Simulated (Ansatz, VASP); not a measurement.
B in VASP and in Ansatz

The input INCAR:

```
PREC = Accurate
ENCUT = 520
EDIFF = 1E-6
ISMEAR = 0
SIGMA = 0.1
LREAL = False
LASPH = True
NELM = 80
ALGO = Normal
ISIF = 2
LWAVE = False
LCHARG = False
GGA = PE
NBANDS = 18
```

KPOINTS

```
regular mesh
0
Gamma
  6 6 6
```

Contents of POSCAR:

```
B
1.0
    0.0000000000      5.4775051000      1.8100931000
    2.8101221500      0.0000000000      1.8100931000
    2.8101221500      5.4775051000      0.0000000000
B
6
Direct
    0.2431710100      0.2431710100      0.2568289900
    0.9931710100      0.9931710100      0.0068289900
    0.9870180000      0.5116720200      0.2334170000
    0.5116720200      0.9870180000      0.2678929800
    0.9821070200      0.0165830000      0.7383279800
    0.0165830000      0.9821070200      0.2629820000
```

Input for Ansatz:

```yaml
crystal:
  lattice:
    - [0.0, 5.4775051, 1.8100931]
    - [2.81012215, 0.0, 1.8100931]
    - [2.81012215, 5.4775051, 0.0]
  atoms:
    - { symbol: B, position: [0.24317101, 0.24317101, 0.25682899] }
    - { symbol: B, position: [0.99317101, 0.99317101, 0.00682899] }
    - { symbol: B, position: [0.987018, 0.51167202, 0.233417] }
    - { symbol: B, position: [0.51167202, 0.987018, 0.26789298] }
    - { symbol: B, position: [0.98210702, 0.016583, 0.73832798] }
    - { symbol: B, position: [0.016583, 0.98210702, 0.262982] }
basis:
  ecutwfc: 420
kpoints:
  mp_grid: { grid: [6, 6, 6] }
hamiltonian:
  xc: pbe
scf:
  occupations: { method: gaussian, width: 0.1 }
  lower_state_search: "off"
output:
  forces: true
  stress: true
  eigenvalues: true
```

Alike in both runs: task single point; functional PBE; k mesh 6 × 6 × 6; occupations gaussian, width 0.1 eV; no spin polarisation.

|  | VASP | Ansatz |
| --- | --- | --- |
| version | VASP 6.6.1 | Ansatz 0.2.0 |
| potentials or method | VASP PAW PBE potentials, release 64 (B), cutoff 520 eV | scalar-relativistic, plane waves, PAW |
| valence electrons in the cell | 18 | 18 |

```csv
,VASP,Ansatz,Ansatz less VASP
gap on the k mesh at the Fermi level (eV),none,none,-
pressure (GPa),-2.6,-2.6,+0.01
"traceless stress, the component that is largest in VASP (GPa)",9.70,9.67,-0.037
rms of the force components (eV/Å),0.611,0.610,-0.0005
```

Atom by atom the forces differ by 0.002 eV/Å (rms over components). A gap of «none» marks a metal or a gap that the smearing closes. With one functional, cell and mesh, what is left measures potentials, basis and numerics.
